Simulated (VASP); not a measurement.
# BN (F-43m) in VASP: further runs

Runs on BN. Level: PBEsol. Tasks: single point, relaxation of cell and atoms.

Everything below comes from runs of VASP 6.6.1. Logs are shortened: lines on timing, memory, paths and dates and some standing lists are left out, and cuts for length are marked.

## 1. The cell of the first run

The structure is cubic, space group F-43m (No. 216). Conventional cell: a = 3.501 Å, b = 3.501 Å, c = 3.501 Å, α = 90.00°, β = 90.00°, γ = 90.00°. Within 2.0 Å of B (site symmetry -43m) lie 4 N at 1.52 Å. N (site symmetry -43m) has 4 B at 1.52 Å within 2.0 Å.

## 2. Single point, PBEsol

The input, INCAR:

```
PREC = Accurate
ENCUT = 600
EDIFF = 1E-6
ISMEAR = 0
SIGMA = 0.01
LREAL = F
LASPH = T
NELM = 120
ALGO = Normal
ISIF = 2
LWAVE = F
LCHARG = T
GGA = PS
LELF = T
LVHAR = T
NBANDS = 11
GGA_COMPAT = F
```

The input, KPOINTS:

```
Automatic mesh
0
Gamma
  12 12 12
```

The input, POSCAR:

```
BN
1.0
    0.0000000000      1.7505190496      1.7505190496
    1.7505190496      0.0000000000      1.7505190496
    1.7505190496      1.7505190496      0.0000000000
B N
1 1
Direct
    0.0000000000      0.0000000000      0.0000000000
    0.7500000000      0.7500000000      0.7500000000
```

Potentials or basis: VASP PAW PBE potentials, release 64 (B, N).

Command:

```
> cat potpaw_PBE.64/B/POTCAR potpaw_PBE.64/N/POTCAR > POTCAR
> mpirun -np 1 vasp_std > vasp.out
```

OUTCAR:

```text
PREC = Accurate
   ENCUT = 600
   EDIFF = 1E-6
   ISMEAR = 0
   LREAL = F
   LASPH = T
   NELM = 120
   ISIF = 2
   GGA = PS

 ion  position               nearest neighbor table
   1  0.000  0.000  0.000-   2 1.52   2 1.52   2 1.52   2 1.52
   2  0.750  0.750  0.750-   1 1.52   1 1.52   1 1.52   1 1.52

  LATTYP: Found a face centered cubic cell.
 ALAT       =     3.5010380992

  Lattice vectors:

 A1 = (   0.0000000000,   1.7505190496,   1.7505190496)
 A2 = (   1.7505190496,   0.0000000000,   1.7505190496)
 A3 = (   1.7505190496,   1.7505190496,   0.0000000000)

Analysis of symmetry for initial positions (statically):
=====================================================================
 Subroutine PRICEL returns:
 Original cell was already a primitive cell.

 Routine SETGRP: Setting up the symmetry group for a
 face centered cubic supercell.

 Subroutine GETGRP returns: Found 24 space group operations
 (whereof 24 operations were pure point group operations)
 out of a pool of 48 trial point group operations.

The static configuration has the point symmetry T_d .

Analysis of symmetry for dynamics (positions and initial velocities):
=====================================================================
 Subroutine PRICEL returns:
 Original cell was already a primitive cell.

 Routine SETGRP: Setting up the symmetry group for a
 face centered cubic supercell.

 Subroutine GETGRP returns: Found 24 space group operations
 (whereof 24 operations were pure point group operations)
 out of a pool of 48 trial point group operations.

The dynamic configuration has the point symmetry T_d .

 Subroutine INISYM returns: Found 24 space group operations
 (whereof 24 operations are pure point group operations),
 and found     1 'primitive' translations

----------------------------------------------------------------------------------------

                                     Primitive cell

  volume of cell :      10.7283

  direct lattice vectors                    reciprocal lattice vectors
     0.000000000  1.750519050  1.750519050    -0.285629568  0.285629568  0.285629568
     1.750519050  0.000000000  1.750519050     0.285629568 -0.285629568  0.285629568
     1.750519050  1.750519050  0.000000000     0.285629568  0.285629568 -0.285629568

  length of vectors
     2.475607781  2.475607781  2.475607781     0.494724924  0.494724924  0.494724924

  position of ions in fractional coordinates (direct lattice)
     0.000000000  0.000000000  0.000000000
     0.750000000  0.750000000  0.750000000

  ion indices of the primitive-cell ions
   primitive index   ion index
                 1           1
                 2           2

----------------------------------------------------------------------------------------

 KPOINTS: Automatic mesh

Automatic generation of k-mesh.
 Grid dimensions read from file:
 generate k-points for:   12   12   12

 Generating k-lattice:

  Cartesian coordinates                     Fractional coordinates (reciprocal lattice)
    -0.023802464  0.023802464  0.023802464     0.083333333  0.000000000  0.000000000
     0.023802464 -0.023802464  0.023802464     0.000000000  0.083333333  0.000000000
     0.023802464  0.023802464 -0.023802464     0.000000000  0.000000000  0.083333333

  Length of vectors
     0.041227077  0.041227077  0.041227077

  Shift w.r.t. Gamma in fractional coordinates (k-lattice)
     0.000000000  0.000000000  0.000000000

 Subroutine IBZKPT returns following result:
 ===========================================

 Found     72 irreducible k-points:

 Following reciprocal coordinates:
            Coordinates               Weight
  0.000000  0.000000  0.000000      1.000000
  0.083333  0.000000  0.000000      8.000000
  0.166667  0.000000  0.000000      8.000000
  0.250000  0.000000  0.000000      8.000000
  0.333333  0.000000  0.000000      8.000000
  0.416667  0.000000  0.000000      8.000000
[... 16 lines left out ...]
  0.500000  0.166667  0.000000     24.000000
 -0.416667  0.166667  0.000000     24.000000
 [... further k-points ...]
   k-points           NKPTS =     72   k-points in BZ     NKDIM =     72   number of bands    NBANDS=     11
   number of dos      NEDOS =    301   number of ions     NIONS =      2
   total plane-waves  NPLWV =   8000
   dimension x,y,z NGX =    20 NGY =   20 NGZ =   20
   dimension x,y,z NGXF=    40 NGYF=   40 NGZF=   40
   ions per type =               1   1
   NGX,Y,Z   is equivalent  to a cutoff of  13.43, 13.43, 13.43 a.u.
   NGXF,Y,Z  is equivalent  to a cutoff of  26.86, 26.86, 26.86 a.u.
 SYSTEM =  unknown system
   PREC   = accura    normal or accurate (medium, high low for compatibility)
   ISTART =      0    job   : 0-new  1-cont  2-samecut
   ICHARG =      2    charge: 1-file 2-atom 10-const
   ISPIN  =      1    spin polarized calculation?
   LNONCOLLINEAR =      F non collinear calculations
   LSORBIT =      F    spin-orbit coupling
   LASPH  =      T    aspherical Exc in radial PAW
   ENCUT  =  600.0 eV  44.10 Ry    6.64 a.u.   4.94  4.94  4.94*2*pi/ulx,y,z
   NELM   =    120;   NELMIN=  2; NELMDL= -5     # of ELM steps
   EDIFF  = 0.1E-05   stopping-criterion for ELM
   LREAL  =      F    real-space projection
   EDIFFG = 0.1E-04   stopping-criterion for IOM
   NSW    =      0    number of steps for IOM
   IBRION =     -1    ionic relax: 0-MD 1-quasi-New 2-CG
   NFREE  =      0    steps in history (QN), initial steepest desc. (CG)
   ISIF   =      2    stress and relaxation
   ISYM   =      2    0-nonsym 1-usesym 2-fastsym
   POTIM  = 0.5000    time-step for ionic-motion
   TEBEG  =    0.0;   TEEND  =   0.0 temperature during run
   PSTRESS=    0.0 pullay stress
   NELECT =       8.0000    total number of electrons
   NUPDOWN=      -1.0000    fix difference up-down
   EMIN   =  10.00;   EMAX   =-10.00  energy-range for DOS
   EFERMI =   0.00;   METHOD = LEGACY
   ISMEAR =     0;   SIGMA  =   0.01  broadening in eV -4-tet -1-fermi 0-gaus
   EFERMI_NEDOS =   21; number of points for ismear=-14 and -15
   IALGO  =     38    algorithm
   IMIX   =      4    mixing-type and parameters
     AMIX     =   0.40;   BMIX     =  1.00
     AMIX_MAG =   1.60;   BMIX_MAG =  1.00
  volume/ion in A,a.u.               =       5.36        36.20
  Fermi-wavevector in a.u.,A,eV,Ry     =   1.484549  2.805392 29.985702  2.203887
  Thomas-Fermi vector in A             =   2.598072
   LORBIT       =      0    0 simple, 1 ext, 2 COOP (PROOUT), +10 PAW based schemes
   GGA     = PS    functional components
   LHFCALC =     F    Hartree Fock is set to
   AEXX    =    0.0000 exact exchange contribution
   IVDW    =     0    specifies the selected vdW correction
   LEPSILON=     F    determine dielectric tensor
   LRPA    =     F    only Hartree local field effects (RPA)
 non-spin polarized calculation
 Gauss-broadening in eV      SIGMA  =   0.01
  energy-cutoff  :      600.00
  volume of cell :       10.73
 maximum number of plane-waves:       368
   NGX =  9   NGY =  9   NGZ =  9

 number of electron       8.0000001 magnetization

 Free energy of the ion-electron system (eV)
  ---------------------------------------------------
  ext. energy  EPLUGINS =         0.00000000
  ---------------------------------------------------
  free energy    TOTEN  =       -18.22859732 eV

  energy without entropy =      -18.22859732  energy(sigma->0) =      -18.22859732

 E-fermi :   8.8141     XC(G=0): -13.4917

 val. band max:        8.5940571879   @ k =   0.0000   0.0000   0.0000
 cond. band min:      12.9655050826   @ k =   0.5000   0.5000   0.0000
 fundamental gap:      4.3714478947
 Fermi energy:         8.8140810221

 k-point     1 :       0.0000    0.0000    0.0000
  band No.  band energies     occupation
      1     -12.7974      2.00000
      2       8.5941      2.00000
      3       8.5941      2.00000
      4       8.5941      2.00000
      5      17.8069      0.00000
      6      17.8069      0.00000
      7      17.8069      0.00000
      8      20.4579      0.00000
      9      34.9471      0.00000
     10      37.4904      0.00000
     11      37.4904      0.00000

 k-point     2 :       0.0833    0.0000    0.0000
  band No.  band energies     occupation
      1     -12.6143      2.00000
      2       7.6118      2.00000
      3       8.3912      2.00000
      4       8.3912      2.00000
      5      18.1138      0.00000
      6      18.1138      0.00000
      7      18.1363      0.00000
      8      20.9675      0.00000
      9      34.4351      0.00000
     10      35.0080      0.00000
     11      35.0080      0.00000

 k-point     3 :       0.1667    0.0000    0.0000
  band No.  band energies     occupation
      1     -12.0706      2.00000
      2       5.3489      2.00000
      3       7.9014      2.00000
      4       7.9014      2.00000
      5      18.6820      0.00000
      6      18.8166      0.00000
      7      18.8166      0.00000
      8      22.1848      0.00000
      9      33.3355      0.00000
     10      33.3355      0.00000
     11      33.5404      0.00000

 k-point     4 :       0.2500    0.0000    0.0000
  band No.  band energies     occupation
      1     -11.1867      2.00000
      2       2.6836      2.00000
      3       7.3415      2.00000
      4       7.3415      2.00000
      5      19.1813      0.00000
      6      19.4596      0.00000
      7      19.4596      0.00000
      8      23.3724      0.00000
      9      32.9472      0.00000
     10      32.9472      0.00000
     11      32.9743      0.00000
[... 239 lines left out ...]
 k-point    22 :       0.4167    0.1667    0.0000
  band No.  band energies     occupation
      1      -9.0197      2.00000
      2      -0.2558      2.00000
      3       5.2047      2.00000
      4       5.3082      2.00000
      5      17.4371      0.00000
      6      22.0164      0.00000
      7      22.2372      0.00000
      8      23.3461      0.00000
      9      30.0155      0.00000
     10      36.5967      0.00000
     11      38.3456      0.00000

 k-point    23 :       0.5000    0.1667    0.0000
  band No.  band energies     occupation
      1      -7.8875      2.00000
      2      -2.0274      2.00000
      3       4.5588      2.00000
      4       5.3949      2.00000
      5      17.7628      0.00000
      6      21.9297      0.00000
      7      22.0786      0.00000
      8      24.7543      0.00000
      9      30.3884      0.00000
     10      36.8712      0.00000
     11      37.5451      0.00000

 k-point    24 :      -0.4167    0.1667    0.0000
  band No.  band energies     occupation
      1      -7.6589      2.00000
      2      -2.3485      2.00000
      3       4.1103      2.00000
      4       5.7484      2.00000
      5      18.2305      0.00000
      6      21.4891      0.00000
      7      21.9688      0.00000
      8      25.4714      0.00000
      9      30.6900      0.00000
     10      35.0105      0.00000
     11      37.1646      0.00000

 [... further k-points ...]
[... 5 lines left out ...]
  --------------------------------------------------------------------------------------
  -------------------------------------------------------------------------------------
  Total        2.7238024      2.7238024      2.7238024      0.0000000      0.0000000      0.0000000
  in kB      406.7763115    406.7763115    406.7763115      0.0000000      0.0000000      0.0000000
  external PRESSURE =     406.7763115 kB  Pullay stress =       0.0000000 kB

 VOLUME and BASIS-vectors are now :
 -----------------------------------------------------------------------------
  energy-cutoff  :      600.00
  volume of cell :       10.73
      direct lattice vectors                 reciprocal lattice vectors
     0.000000000  1.750519050  1.750519050    -0.285629568  0.285629568  0.285629568
     1.750519050  0.000000000  1.750519050     0.285629568 -0.285629568  0.285629568
     1.750519050  1.750519050  0.000000000     0.285629568  0.285629568 -0.285629568

 POSITION                                       TOTAL-FORCE (eV/Angst)
 -----------------------------------------------------------------------------------
      0.00000      0.00000      0.00000        -0.000000     -0.000000     -0.000000
      2.62578      2.62578      2.62578         0.000000      0.000000      0.000000
 -----------------------------------------------------------------------------------
    total drift:                               -0.000000     -0.000000     -0.000000

  FREE ENERGIE OF THE ION-ELECTRON SYSTEM (eV)
  ---------------------------------------------------
  free  energy   TOTEN  =       -18.2285973236 eV

  energy  without entropy=      -18.2285973236  energy(sigma->0) =      -18.22859732
```

Run time: 8.3 s. Hardware: 1 thread of Intel Xeon Platinum 8488C (Sapphire Rapids), shared host; peak memory 0.12 GiB.

Results:

```yaml
Free_energy: -18.2286 eV
Pressure: 40.7 GPa
Band_gap_on_the_k_mesh: 4.37 eV, indirect (least direct gap 9.21 eV)
```

Levels at points of the mesh, in eV from the valence-band top:
```
           k point  band 2  band 3  band 4  band 5  band 6  band 7
(0.00, 0.00, 0.00)    0.00    0.00    0.00    9.21    9.21    9.21
(0.50, 0.00, 0.00)  -11.70   -2.14   -2.14   11.14   11.14   11.38
(0.50, 0.50, 0.00)   -9.62   -5.44   -5.44    4.37    9.62   19.39
```

Caveat: the PAW data sets were made with another functional, which shifts forces and pressure a little.

## 3. Relaxation of cell and atoms, PBEsol, target pressure 40 GPa, at which the enthalpy is minimised

This run uses another cell than the first one, of 5.86 Å³/atom, 1.092 times its volume.

The input, INCAR:

```
SYSTEM = BN
ALGO = Normal ; EDIFF = 1E-7
EDIFFG = -0.001 ; ENCUT = 600
GGA = PS ; GGA_COMPAT = .FALSE.
IBRION = 2 ; ISIF = 3
ISMEAR = 0 ; LASPH = .TRUE.
LCHARG = .FALSE. ; LREAL = .FALSE.
LWAVE = .FALSE. ; NELM = 120
NELMIN = 4 ; NSW = 80
PREC = Accurate ; PSTRESS = 400.0
SIGMA = 0.01
```

The input, KPOINTS:

```
k-points
0
G
  12 12 12
  0 0 0
```

The input, POSCAR:

```
BN
1.0
    0.0000000000      1.8028454611      1.8028454611
    1.8028454611      0.0000000000      1.8028454611
    1.8028454611      1.8028454611      0.0000000000
B N
1 1
Direct
    0.0000000000      0.0000000000      0.0000000000
    0.7500000000      0.7500000000      0.7500000000
```

Potentials or basis: VASP PAW PBE potentials, release 64 (B, N).

Command:

```
> cat potpaw_PBE.64/B/POTCAR potpaw_PBE.64/N/POTCAR > POTCAR
> mpirun -np 1 vasp_std > vasp.out
```

It took 22 s on 1 thread of Intel Xeon Platinum 8488C (Sapphire Rapids), shared host; peak memory 0.12 GiB.

Results (log left out):

```yaml
Free_energy: -18.2355 eV
Relaxed_volume: 5.37 Å³/atom
Relaxed_cell: a = 2.477 Å, b = 2.477 Å, c = 2.477 Å, α = 60.00°, β = 60.00°, γ = 60.00°
Space_group_after_relaxing_to_0.05_Å: F-43m (No. 216)
Energy_change_on_relaxing_the_enthalpy_is_what_falls: +57.6 meV/atom
Ionic_steps: 7
Pressure_after_relaxing: 40.0 GPa
Band_gap_on_the_k_mesh: 4.37 eV, indirect (least direct gap 9.21 eV)
```

The path:
| step | energy change (eV) | largest force (eV/Å) | pressure (GPa) | volume (Å³) |
| --- | --- | --- | --- | --- |
| 1 | 0.0000 | 0.0000 | 0.32 | 11.72 |
| 2 | 0.7629 | 0.0000 | 125.69 | 9.43 |
| 3 | 0.1070 | 0.0000 | 38.36 | 10.77 |
| 4 | 0.1143 | 0.0000 | 39.83 | 10.74 |
| 5 | 0.1191 | 0.0000 | 40.76 | 10.73 |
| 6 | 0.1104 | 0.0000 | 39.04 | 10.76 |
| 7 | 0.1152 | 0.0000 | 40.01 | 10.74 |

Final structure:
```
B N
1.0
     0.00000    1.75119    1.75119
     1.75119    0.00000    1.75119
     1.75119    1.75119    0.00000
B N
1 1
Cartesian
  0.0000 0.0000 0.0000
  2.6268 2.6268 2.6268
```

Levels at points of the mesh, in eV from the valence-band top:
| k point | band 1 | band 2 | band 3 | band 4 | band 5 | band 6 | band 7 | band 8 |
| --- | --- | --- | --- | --- | --- | --- | --- | --- |
| (0.00, 0.00, 0.00) | -21.38 | 0.00 | 0.00 | 0.00 | 9.21 | 9.21 | 9.21 | 11.84 |
| (0.50, 0.00, 0.00) | -16.64 | -11.69 | -2.14 | -2.14 | 11.14 | 11.14 | 11.36 | 16.04 |
| (0.50, 0.50, 0.00) | -15.13 | -9.62 | -5.43 | -5.43 | 4.37 | 9.61 | 19.37 | 19.37 |

Caveat: the cell is relaxed towards a set pressure, so the enthalpy falls and the energy may rise; the PAW data sets were made with another functional, which shifts forces and pressure a little.
